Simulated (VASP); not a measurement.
Here is a VASP 6.6.1 calculation.

File INCAR:

```
SYSTEM = BP
  PREC = Accurate
  ENCUT = 520
  EDIFF = 1E-6
  ISMEAR = 0
  SIGMA = 0.05
  LREAL = .FALSE.
  LASPH = .TRUE.
  NELM = 60
  ALGO = Normal
  ISIF = 2
  LWAVE = .FALSE.
  LCHARG = .TRUE.
  GGA = PE
  LELF = .TRUE.
  LVHAR = .TRUE.
  NBANDS = 11
```

The input KPOINTS:

```
Automatic mesh
0
G
  10 10 10
  0 0 0
```

Contents of POSCAR:

```
BP
1.0
    0.0000000000      2.4505200000      2.4505200000
    2.4505200000      0.0000000000      2.4505200000
    2.4505200000      2.4505200000      0.0000000000
B P
1 1
Direct
    0.0000000000      0.0000000000      0.0000000000
    0.7500000000      0.7500000000      0.7500000000
```

Potentials or basis: VASP PAW PBE potentials, release 64 (B, P).

Run with:

```bash
$ cat potpaw_PBE.64/B/POTCAR potpaw_PBE.64/P/POTCAR > POTCAR
$ mpirun -np 1 vasp_std > vasp.out
```

**Question.** What does it give for the pressure?

**Answer.** -23.5 GPa.

**Question.** What does it give for the band gap on the k mesh?

**Answer.** 1.52 eV, indirect (least direct gap 3.14 eV).

Caveat: the cell differs from its parent crystal (strain +0.080 along x and y, +0.080 along z). A k mesh can miss the band edges.
